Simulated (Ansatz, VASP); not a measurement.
# InSb in VASP and in Ansatz

```
CELL_PARAMETERS angstrom
3.07666 0.00000 0.00000
0.00000 3.07666 0.00000
0.00000 0.00000 6.21547
ATOMIC_POSITIONS crystal
In 0.00000 0.00000 0.00000
Sb 0.00000 0.00000 0.50000
```

Alike in both runs: task single point; functional LDA; k mesh 14 × 14 × 8; occupations gaussian, width 0.1 eV; no spin polarisation.

|  | VASP | Ansatz |
| --- | --- | --- |
| version | VASP 6.6.1 | Ansatz 0.2.0 |
| potentials or method | VASP PAW LDA potentials, release 64 (In_d, Sb), cutoff 520 eV | scalar-relativistic, plane waves, PAW |
| valence electrons in the cell | 18 | 28 |

```csv
,VASP,Ansatz,Ansatz less VASP
gap on the k mesh at the Fermi level (eV),none,none,-
pressure (GPa),-3.4,-3.5,-0.08
"traceless stress, the component that is largest in VASP (GPa)",-0.15,-0.11,+0.037
```

LDA's correlation is that of Perdew and Zunger in VASP and of Perdew and Wang (1992) in Ansatz. A gap of «none» marks a metal or a gap that the smearing closes. VASP's potentials hold 18 valence electrons a cell and Ansatz's 28, so a difference there can come from the potentials and not from the codes.

Neither program's run includes spin-orbit coupling.
